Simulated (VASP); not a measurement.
KCl, 16 atoms in the cell. The cell holds a slab with vacuum, 16 atoms: a = 8.887 Å, b = 6.284 Å, c = 19.665 Å, α = 90.00°, β = 90.00°, γ = 90.00°. 

```yaml
Program: VASP 6.6.1
Task: single point
Functional: LDA
Potentials_or_basis: VASP PAW LDA potentials, release 64 (K_sv, Cl)
Cutoff: 520 eV
k_mesh: 1 × 2 × 1
Occupations: fermi-dirac, width 0.05 eV
Spin: no spin polarisation
Dipole_correction: no
Further_INCAR_settings: LREAL = Auto; ALGO = Normal; EDIFF = 1e-06; NBANDS = 78
```

Potentials or basis: VASP PAW LDA potentials, release 64 (K_sv, Cl).

Launch:

```console
$ cat potpaw_LDA.64/K_sv/POTCAR potpaw_LDA.64/Cl/POTCAR > POTCAR
$ mpirun -np 1 vasp_std > vasp.out
```

Hardware: 1 thread of Intel(R) Xeon(R) Platinum 8259CL CPU @ 2.50GHz (Skylake/Cascade Lake), with other jobs on the host.

Problem. How long does it take, and how much memory?

Solution. Run time: 6.7 min on 1 thread of Intel(R) Xeon(R) Platinum 8259CL CPU @ 2.50GHz (Skylake/Cascade Lake), on a shared host, peak memory 0.66 GiB. Counts: scf iterations 25, k points 2.
